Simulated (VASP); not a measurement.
A run of VASP 6.6.1:

Contents of INCAR:

```
SYSTEM = Cu
ALGO     = Normal         ! electronic algorithm
EDIFF    = 1E-6           ! SCF threshold, eV
ENCUT    = 520            ! plane-wave cutoff, eV
GGA      = PE             ! functional
ISIF     = 2              ! what is computed and relaxed
ISMEAR   = -1             ! smearing method
LASPH    = .True.         ! aspherical terms in the spheres
LCHARG   = .False.        ! write CHGCAR
LREAL    = .False.        ! projectors in reciprocal space
LWAVE    = .False.        ! write WAVECAR
NBANDS   = 12             ! bands
NELM     = 60             ! most SCF steps
PREC     = Accurate       ! precision mode
SIGMA    = 0.05           ! smearing width, eV
```

KPOINTS

```
k-points
0
Gamma
  17 17 16
  0 0 0
```

The input POSCAR:

```
Cu
1.0
    2.4253202342      0.0000000000      0.0000000000
   -1.2126601171      2.1003889351      0.0000000000
    0.0000000000      0.0000000000      2.3497805009
Cu
1
Direct
    0.0000000000      0.0000000000      0.0000000000
```

Potentials or basis: VASP PAW PBE potentials, release 64 (Cu).

The run is started by

```sh
$ cat potpaw_PBE.64/Cu/POTCAR > POTCAR
$ mpirun -np 1 vasp_std > vasp.out
```

Hardware: 1 thread of Intel(R) Xeon(R) 6975P-C (Granite Rapids), on a shared host.

Task: How long does it take, and how much memory?

Result: It took 13 s on 1 thread of Intel(R) Xeon(R) 6975P-C (Granite Rapids), on a shared host, peak memory 0.14 GiB. Counts: scf iterations 11, k points 297.
